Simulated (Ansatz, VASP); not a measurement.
One calculation of SiC, two programs

The input INCAR:

```
SYSTEM = SiC
PREC     = Accurate       ! precision mode
ENCUT    = 520            ! plane-wave cutoff, eV
EDIFF    = 1E-6           ! SCF threshold, eV
ISMEAR   = 0              ! smearing method
SIGMA    = 0.05           ! smearing width, eV
LREAL    = .FALSE.        ! projectors in reciprocal space
LASPH    = .TRUE.         ! aspherical terms in the spheres
NELM     = 100            ! most SCF steps
ALGO     = Normal         ! electronic algorithm
ISIF     = 2              ! what is computed and relaxed
LWAVE    = .FALSE.        ! write WAVECAR
LCHARG   = .FALSE.        ! write CHGCAR
GGA      = PE             ! functional
NBANDS   = 16             ! bands
```

KPOINTS

```
regular mesh
0
G
  12 12 6
  0 0 0
```

Contents of POSCAR:

```
SiC
1.0
    3.0917664073      0.0000000000      0.0000000000
   -1.5458832036      2.6775482513      0.0000000000
    0.0000000000      0.0000000000      5.0740211774
Si C
2 2
Direct
    0.3333333333      0.6666666667      0.0045635313
    0.6666666667      0.3333333333      0.5045635313
    0.2611833113      0.6138491848      0.3804364687
    0.6666666667      0.3333333333      0.8804364687
```

Input for Ansatz:

```yaml
crystal:
  lattice:
    - [3.0917664073, 0.0, 0.0]
    - [-1.5458832036, 2.6775482513, 0.0]
    - [0.0, 0.0, 5.0740211774]
  atoms:
    - { symbol: Si, position: [0.3333333333, 0.6666666667, 0.0045635313] }
    - { symbol: Si, position: [0.6666666667, 0.3333333333, 0.5045635313] }
    - { symbol: C, position: [0.2611833113, 0.6138491848, 0.3804364687] }
    - { symbol: C, position: [0.6666666667, 0.3333333333, 0.8804364687] }
basis:
  ecutwfc: 420
kpoints:
  mp_grid: { grid: [12, 12, 6] }
hamiltonian:
  xc: pbe
scf:
  occupations: { method: gaussian, width: 0.05 }
output:
  forces: true
  stress: true
  eigenvalues: true
  write_density: true
  write_potential: true
  elf: true
  volumetric_format: npy
```

Alike in both runs: task single point; functional PBE; k mesh 12 × 12 × 6; occupations gaussian, width 0.05 eV; no spin polarisation.

```csv
,VASP,Ansatz
version,VASP 6.6.1,Ansatz 0.2.0
potentials or method,"VASP PAW PBE potentials, release 64 (Si, C), cutoff 520 eV","scalar-relativistic, plane waves, PAW"
valence electrons in the cell,16,16
```

```csv
,VASP,Ansatz,Ansatz less VASP
gap on the k mesh at the Fermi level (eV),1.98,1.98,+0.004
least direct gap on the mesh (eV),3.77,3.77,+0.005
pressure (GPa),2.9,2.9,+0.06
"traceless stress, the component that is largest in VASP (GPa)",6.51,6.51,-0.005
rms of the force components (eV/Å),1.893,1.894,+0.0001
```

Atom by atom the forces differ by 0.001 eV/Å (rms over components).
